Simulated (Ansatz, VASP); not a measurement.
One calculation of SiC, two programs

File POSCAR:

```
SiC
1.0
    0.0000000000      2.0026191632      2.0026191632
    2.0026191632      0.0000000000      2.0026191632
    2.0026191632      2.0026191632      0.0000000000
C Si
1 1
Direct
    0.0000000000      0.0000000000      0.0000000000
    0.5000000000      0.5000000000      0.5000000000
```

INCAR.step1

```
  ALGO = Normal
  EDIFF = 1E-4
  ENCUT = 520
  GGA = PE
  ISMEAR = 0
  LASPH = T
  LCHARG = F
  LREAL = F
  LWAVE = T
  NBANDS = 11
  NELM = 60
  PREC = Accurate
  SIGMA = 0.05
```

Contents of INCAR.step2:

```
  ALGO = Normal
  EDIFF = 1E-6
  ENCUT = 520
  ISIF = 2
  ISMEAR = 0
  ISTART = 1
  LASPH = T
  LCHARG = F
  LMIXTAU = T
  LREAL = F
  LWAVE = F
  METAGGA = R2SCAN
  NBANDS = 11
  NELM = 60
  PREC = Accurate
  SIGMA = 0.05
```

The input KPOINTS:

```
k-points
0
Gamma
  18 18 18
```

Input for Ansatz:

```yaml
crystal:
  lattice:
    - [0.0, 2.0026191632, 2.0026191632]
    - [2.0026191632, 0.0, 2.0026191632]
    - [2.0026191632, 2.0026191632, 0.0]
  atoms:
    - { symbol: C, position: [0.0, 0.0, 0.0] }
    - { symbol: Si, position: [0.5, 0.5, 0.5] }
basis:
  ecutwfc: 500
  ecutrho_ratio: 4
kpoints:
  mp_grid: { grid: [18, 18, 18] }
hamiltonian:
  xc: r2scan
scf:
  occupations: { method: gaussian, width: 0.05 }
output:
  forces: true
  stress: true
  eigenvalues: true
```

Alike in both runs: task single point; functional r2SCAN; k mesh 18 × 18 × 18; occupations gaussian, width 0.05 eV; no spin polarisation.

```csv
,VASP,Ansatz
version,VASP 6.6.1,Ansatz 0.2.0
potentials or method,"VASP PAW PBE potentials, release 64 (C, Si), cutoff 520 eV","scalar-relativistic, plane waves, PAW"
valence electrons in the cell,8,8
```

```csv
,VASP,Ansatz,Ansatz less VASP
gap on the k mesh at the Fermi level (eV),none,none,-
pressure (GPa),4.7,4.4,-0.27
```

VASP's potentials were made for PBE, not for r2SCAN. A gap of «none» marks a metal or a gap that the smearing closes.
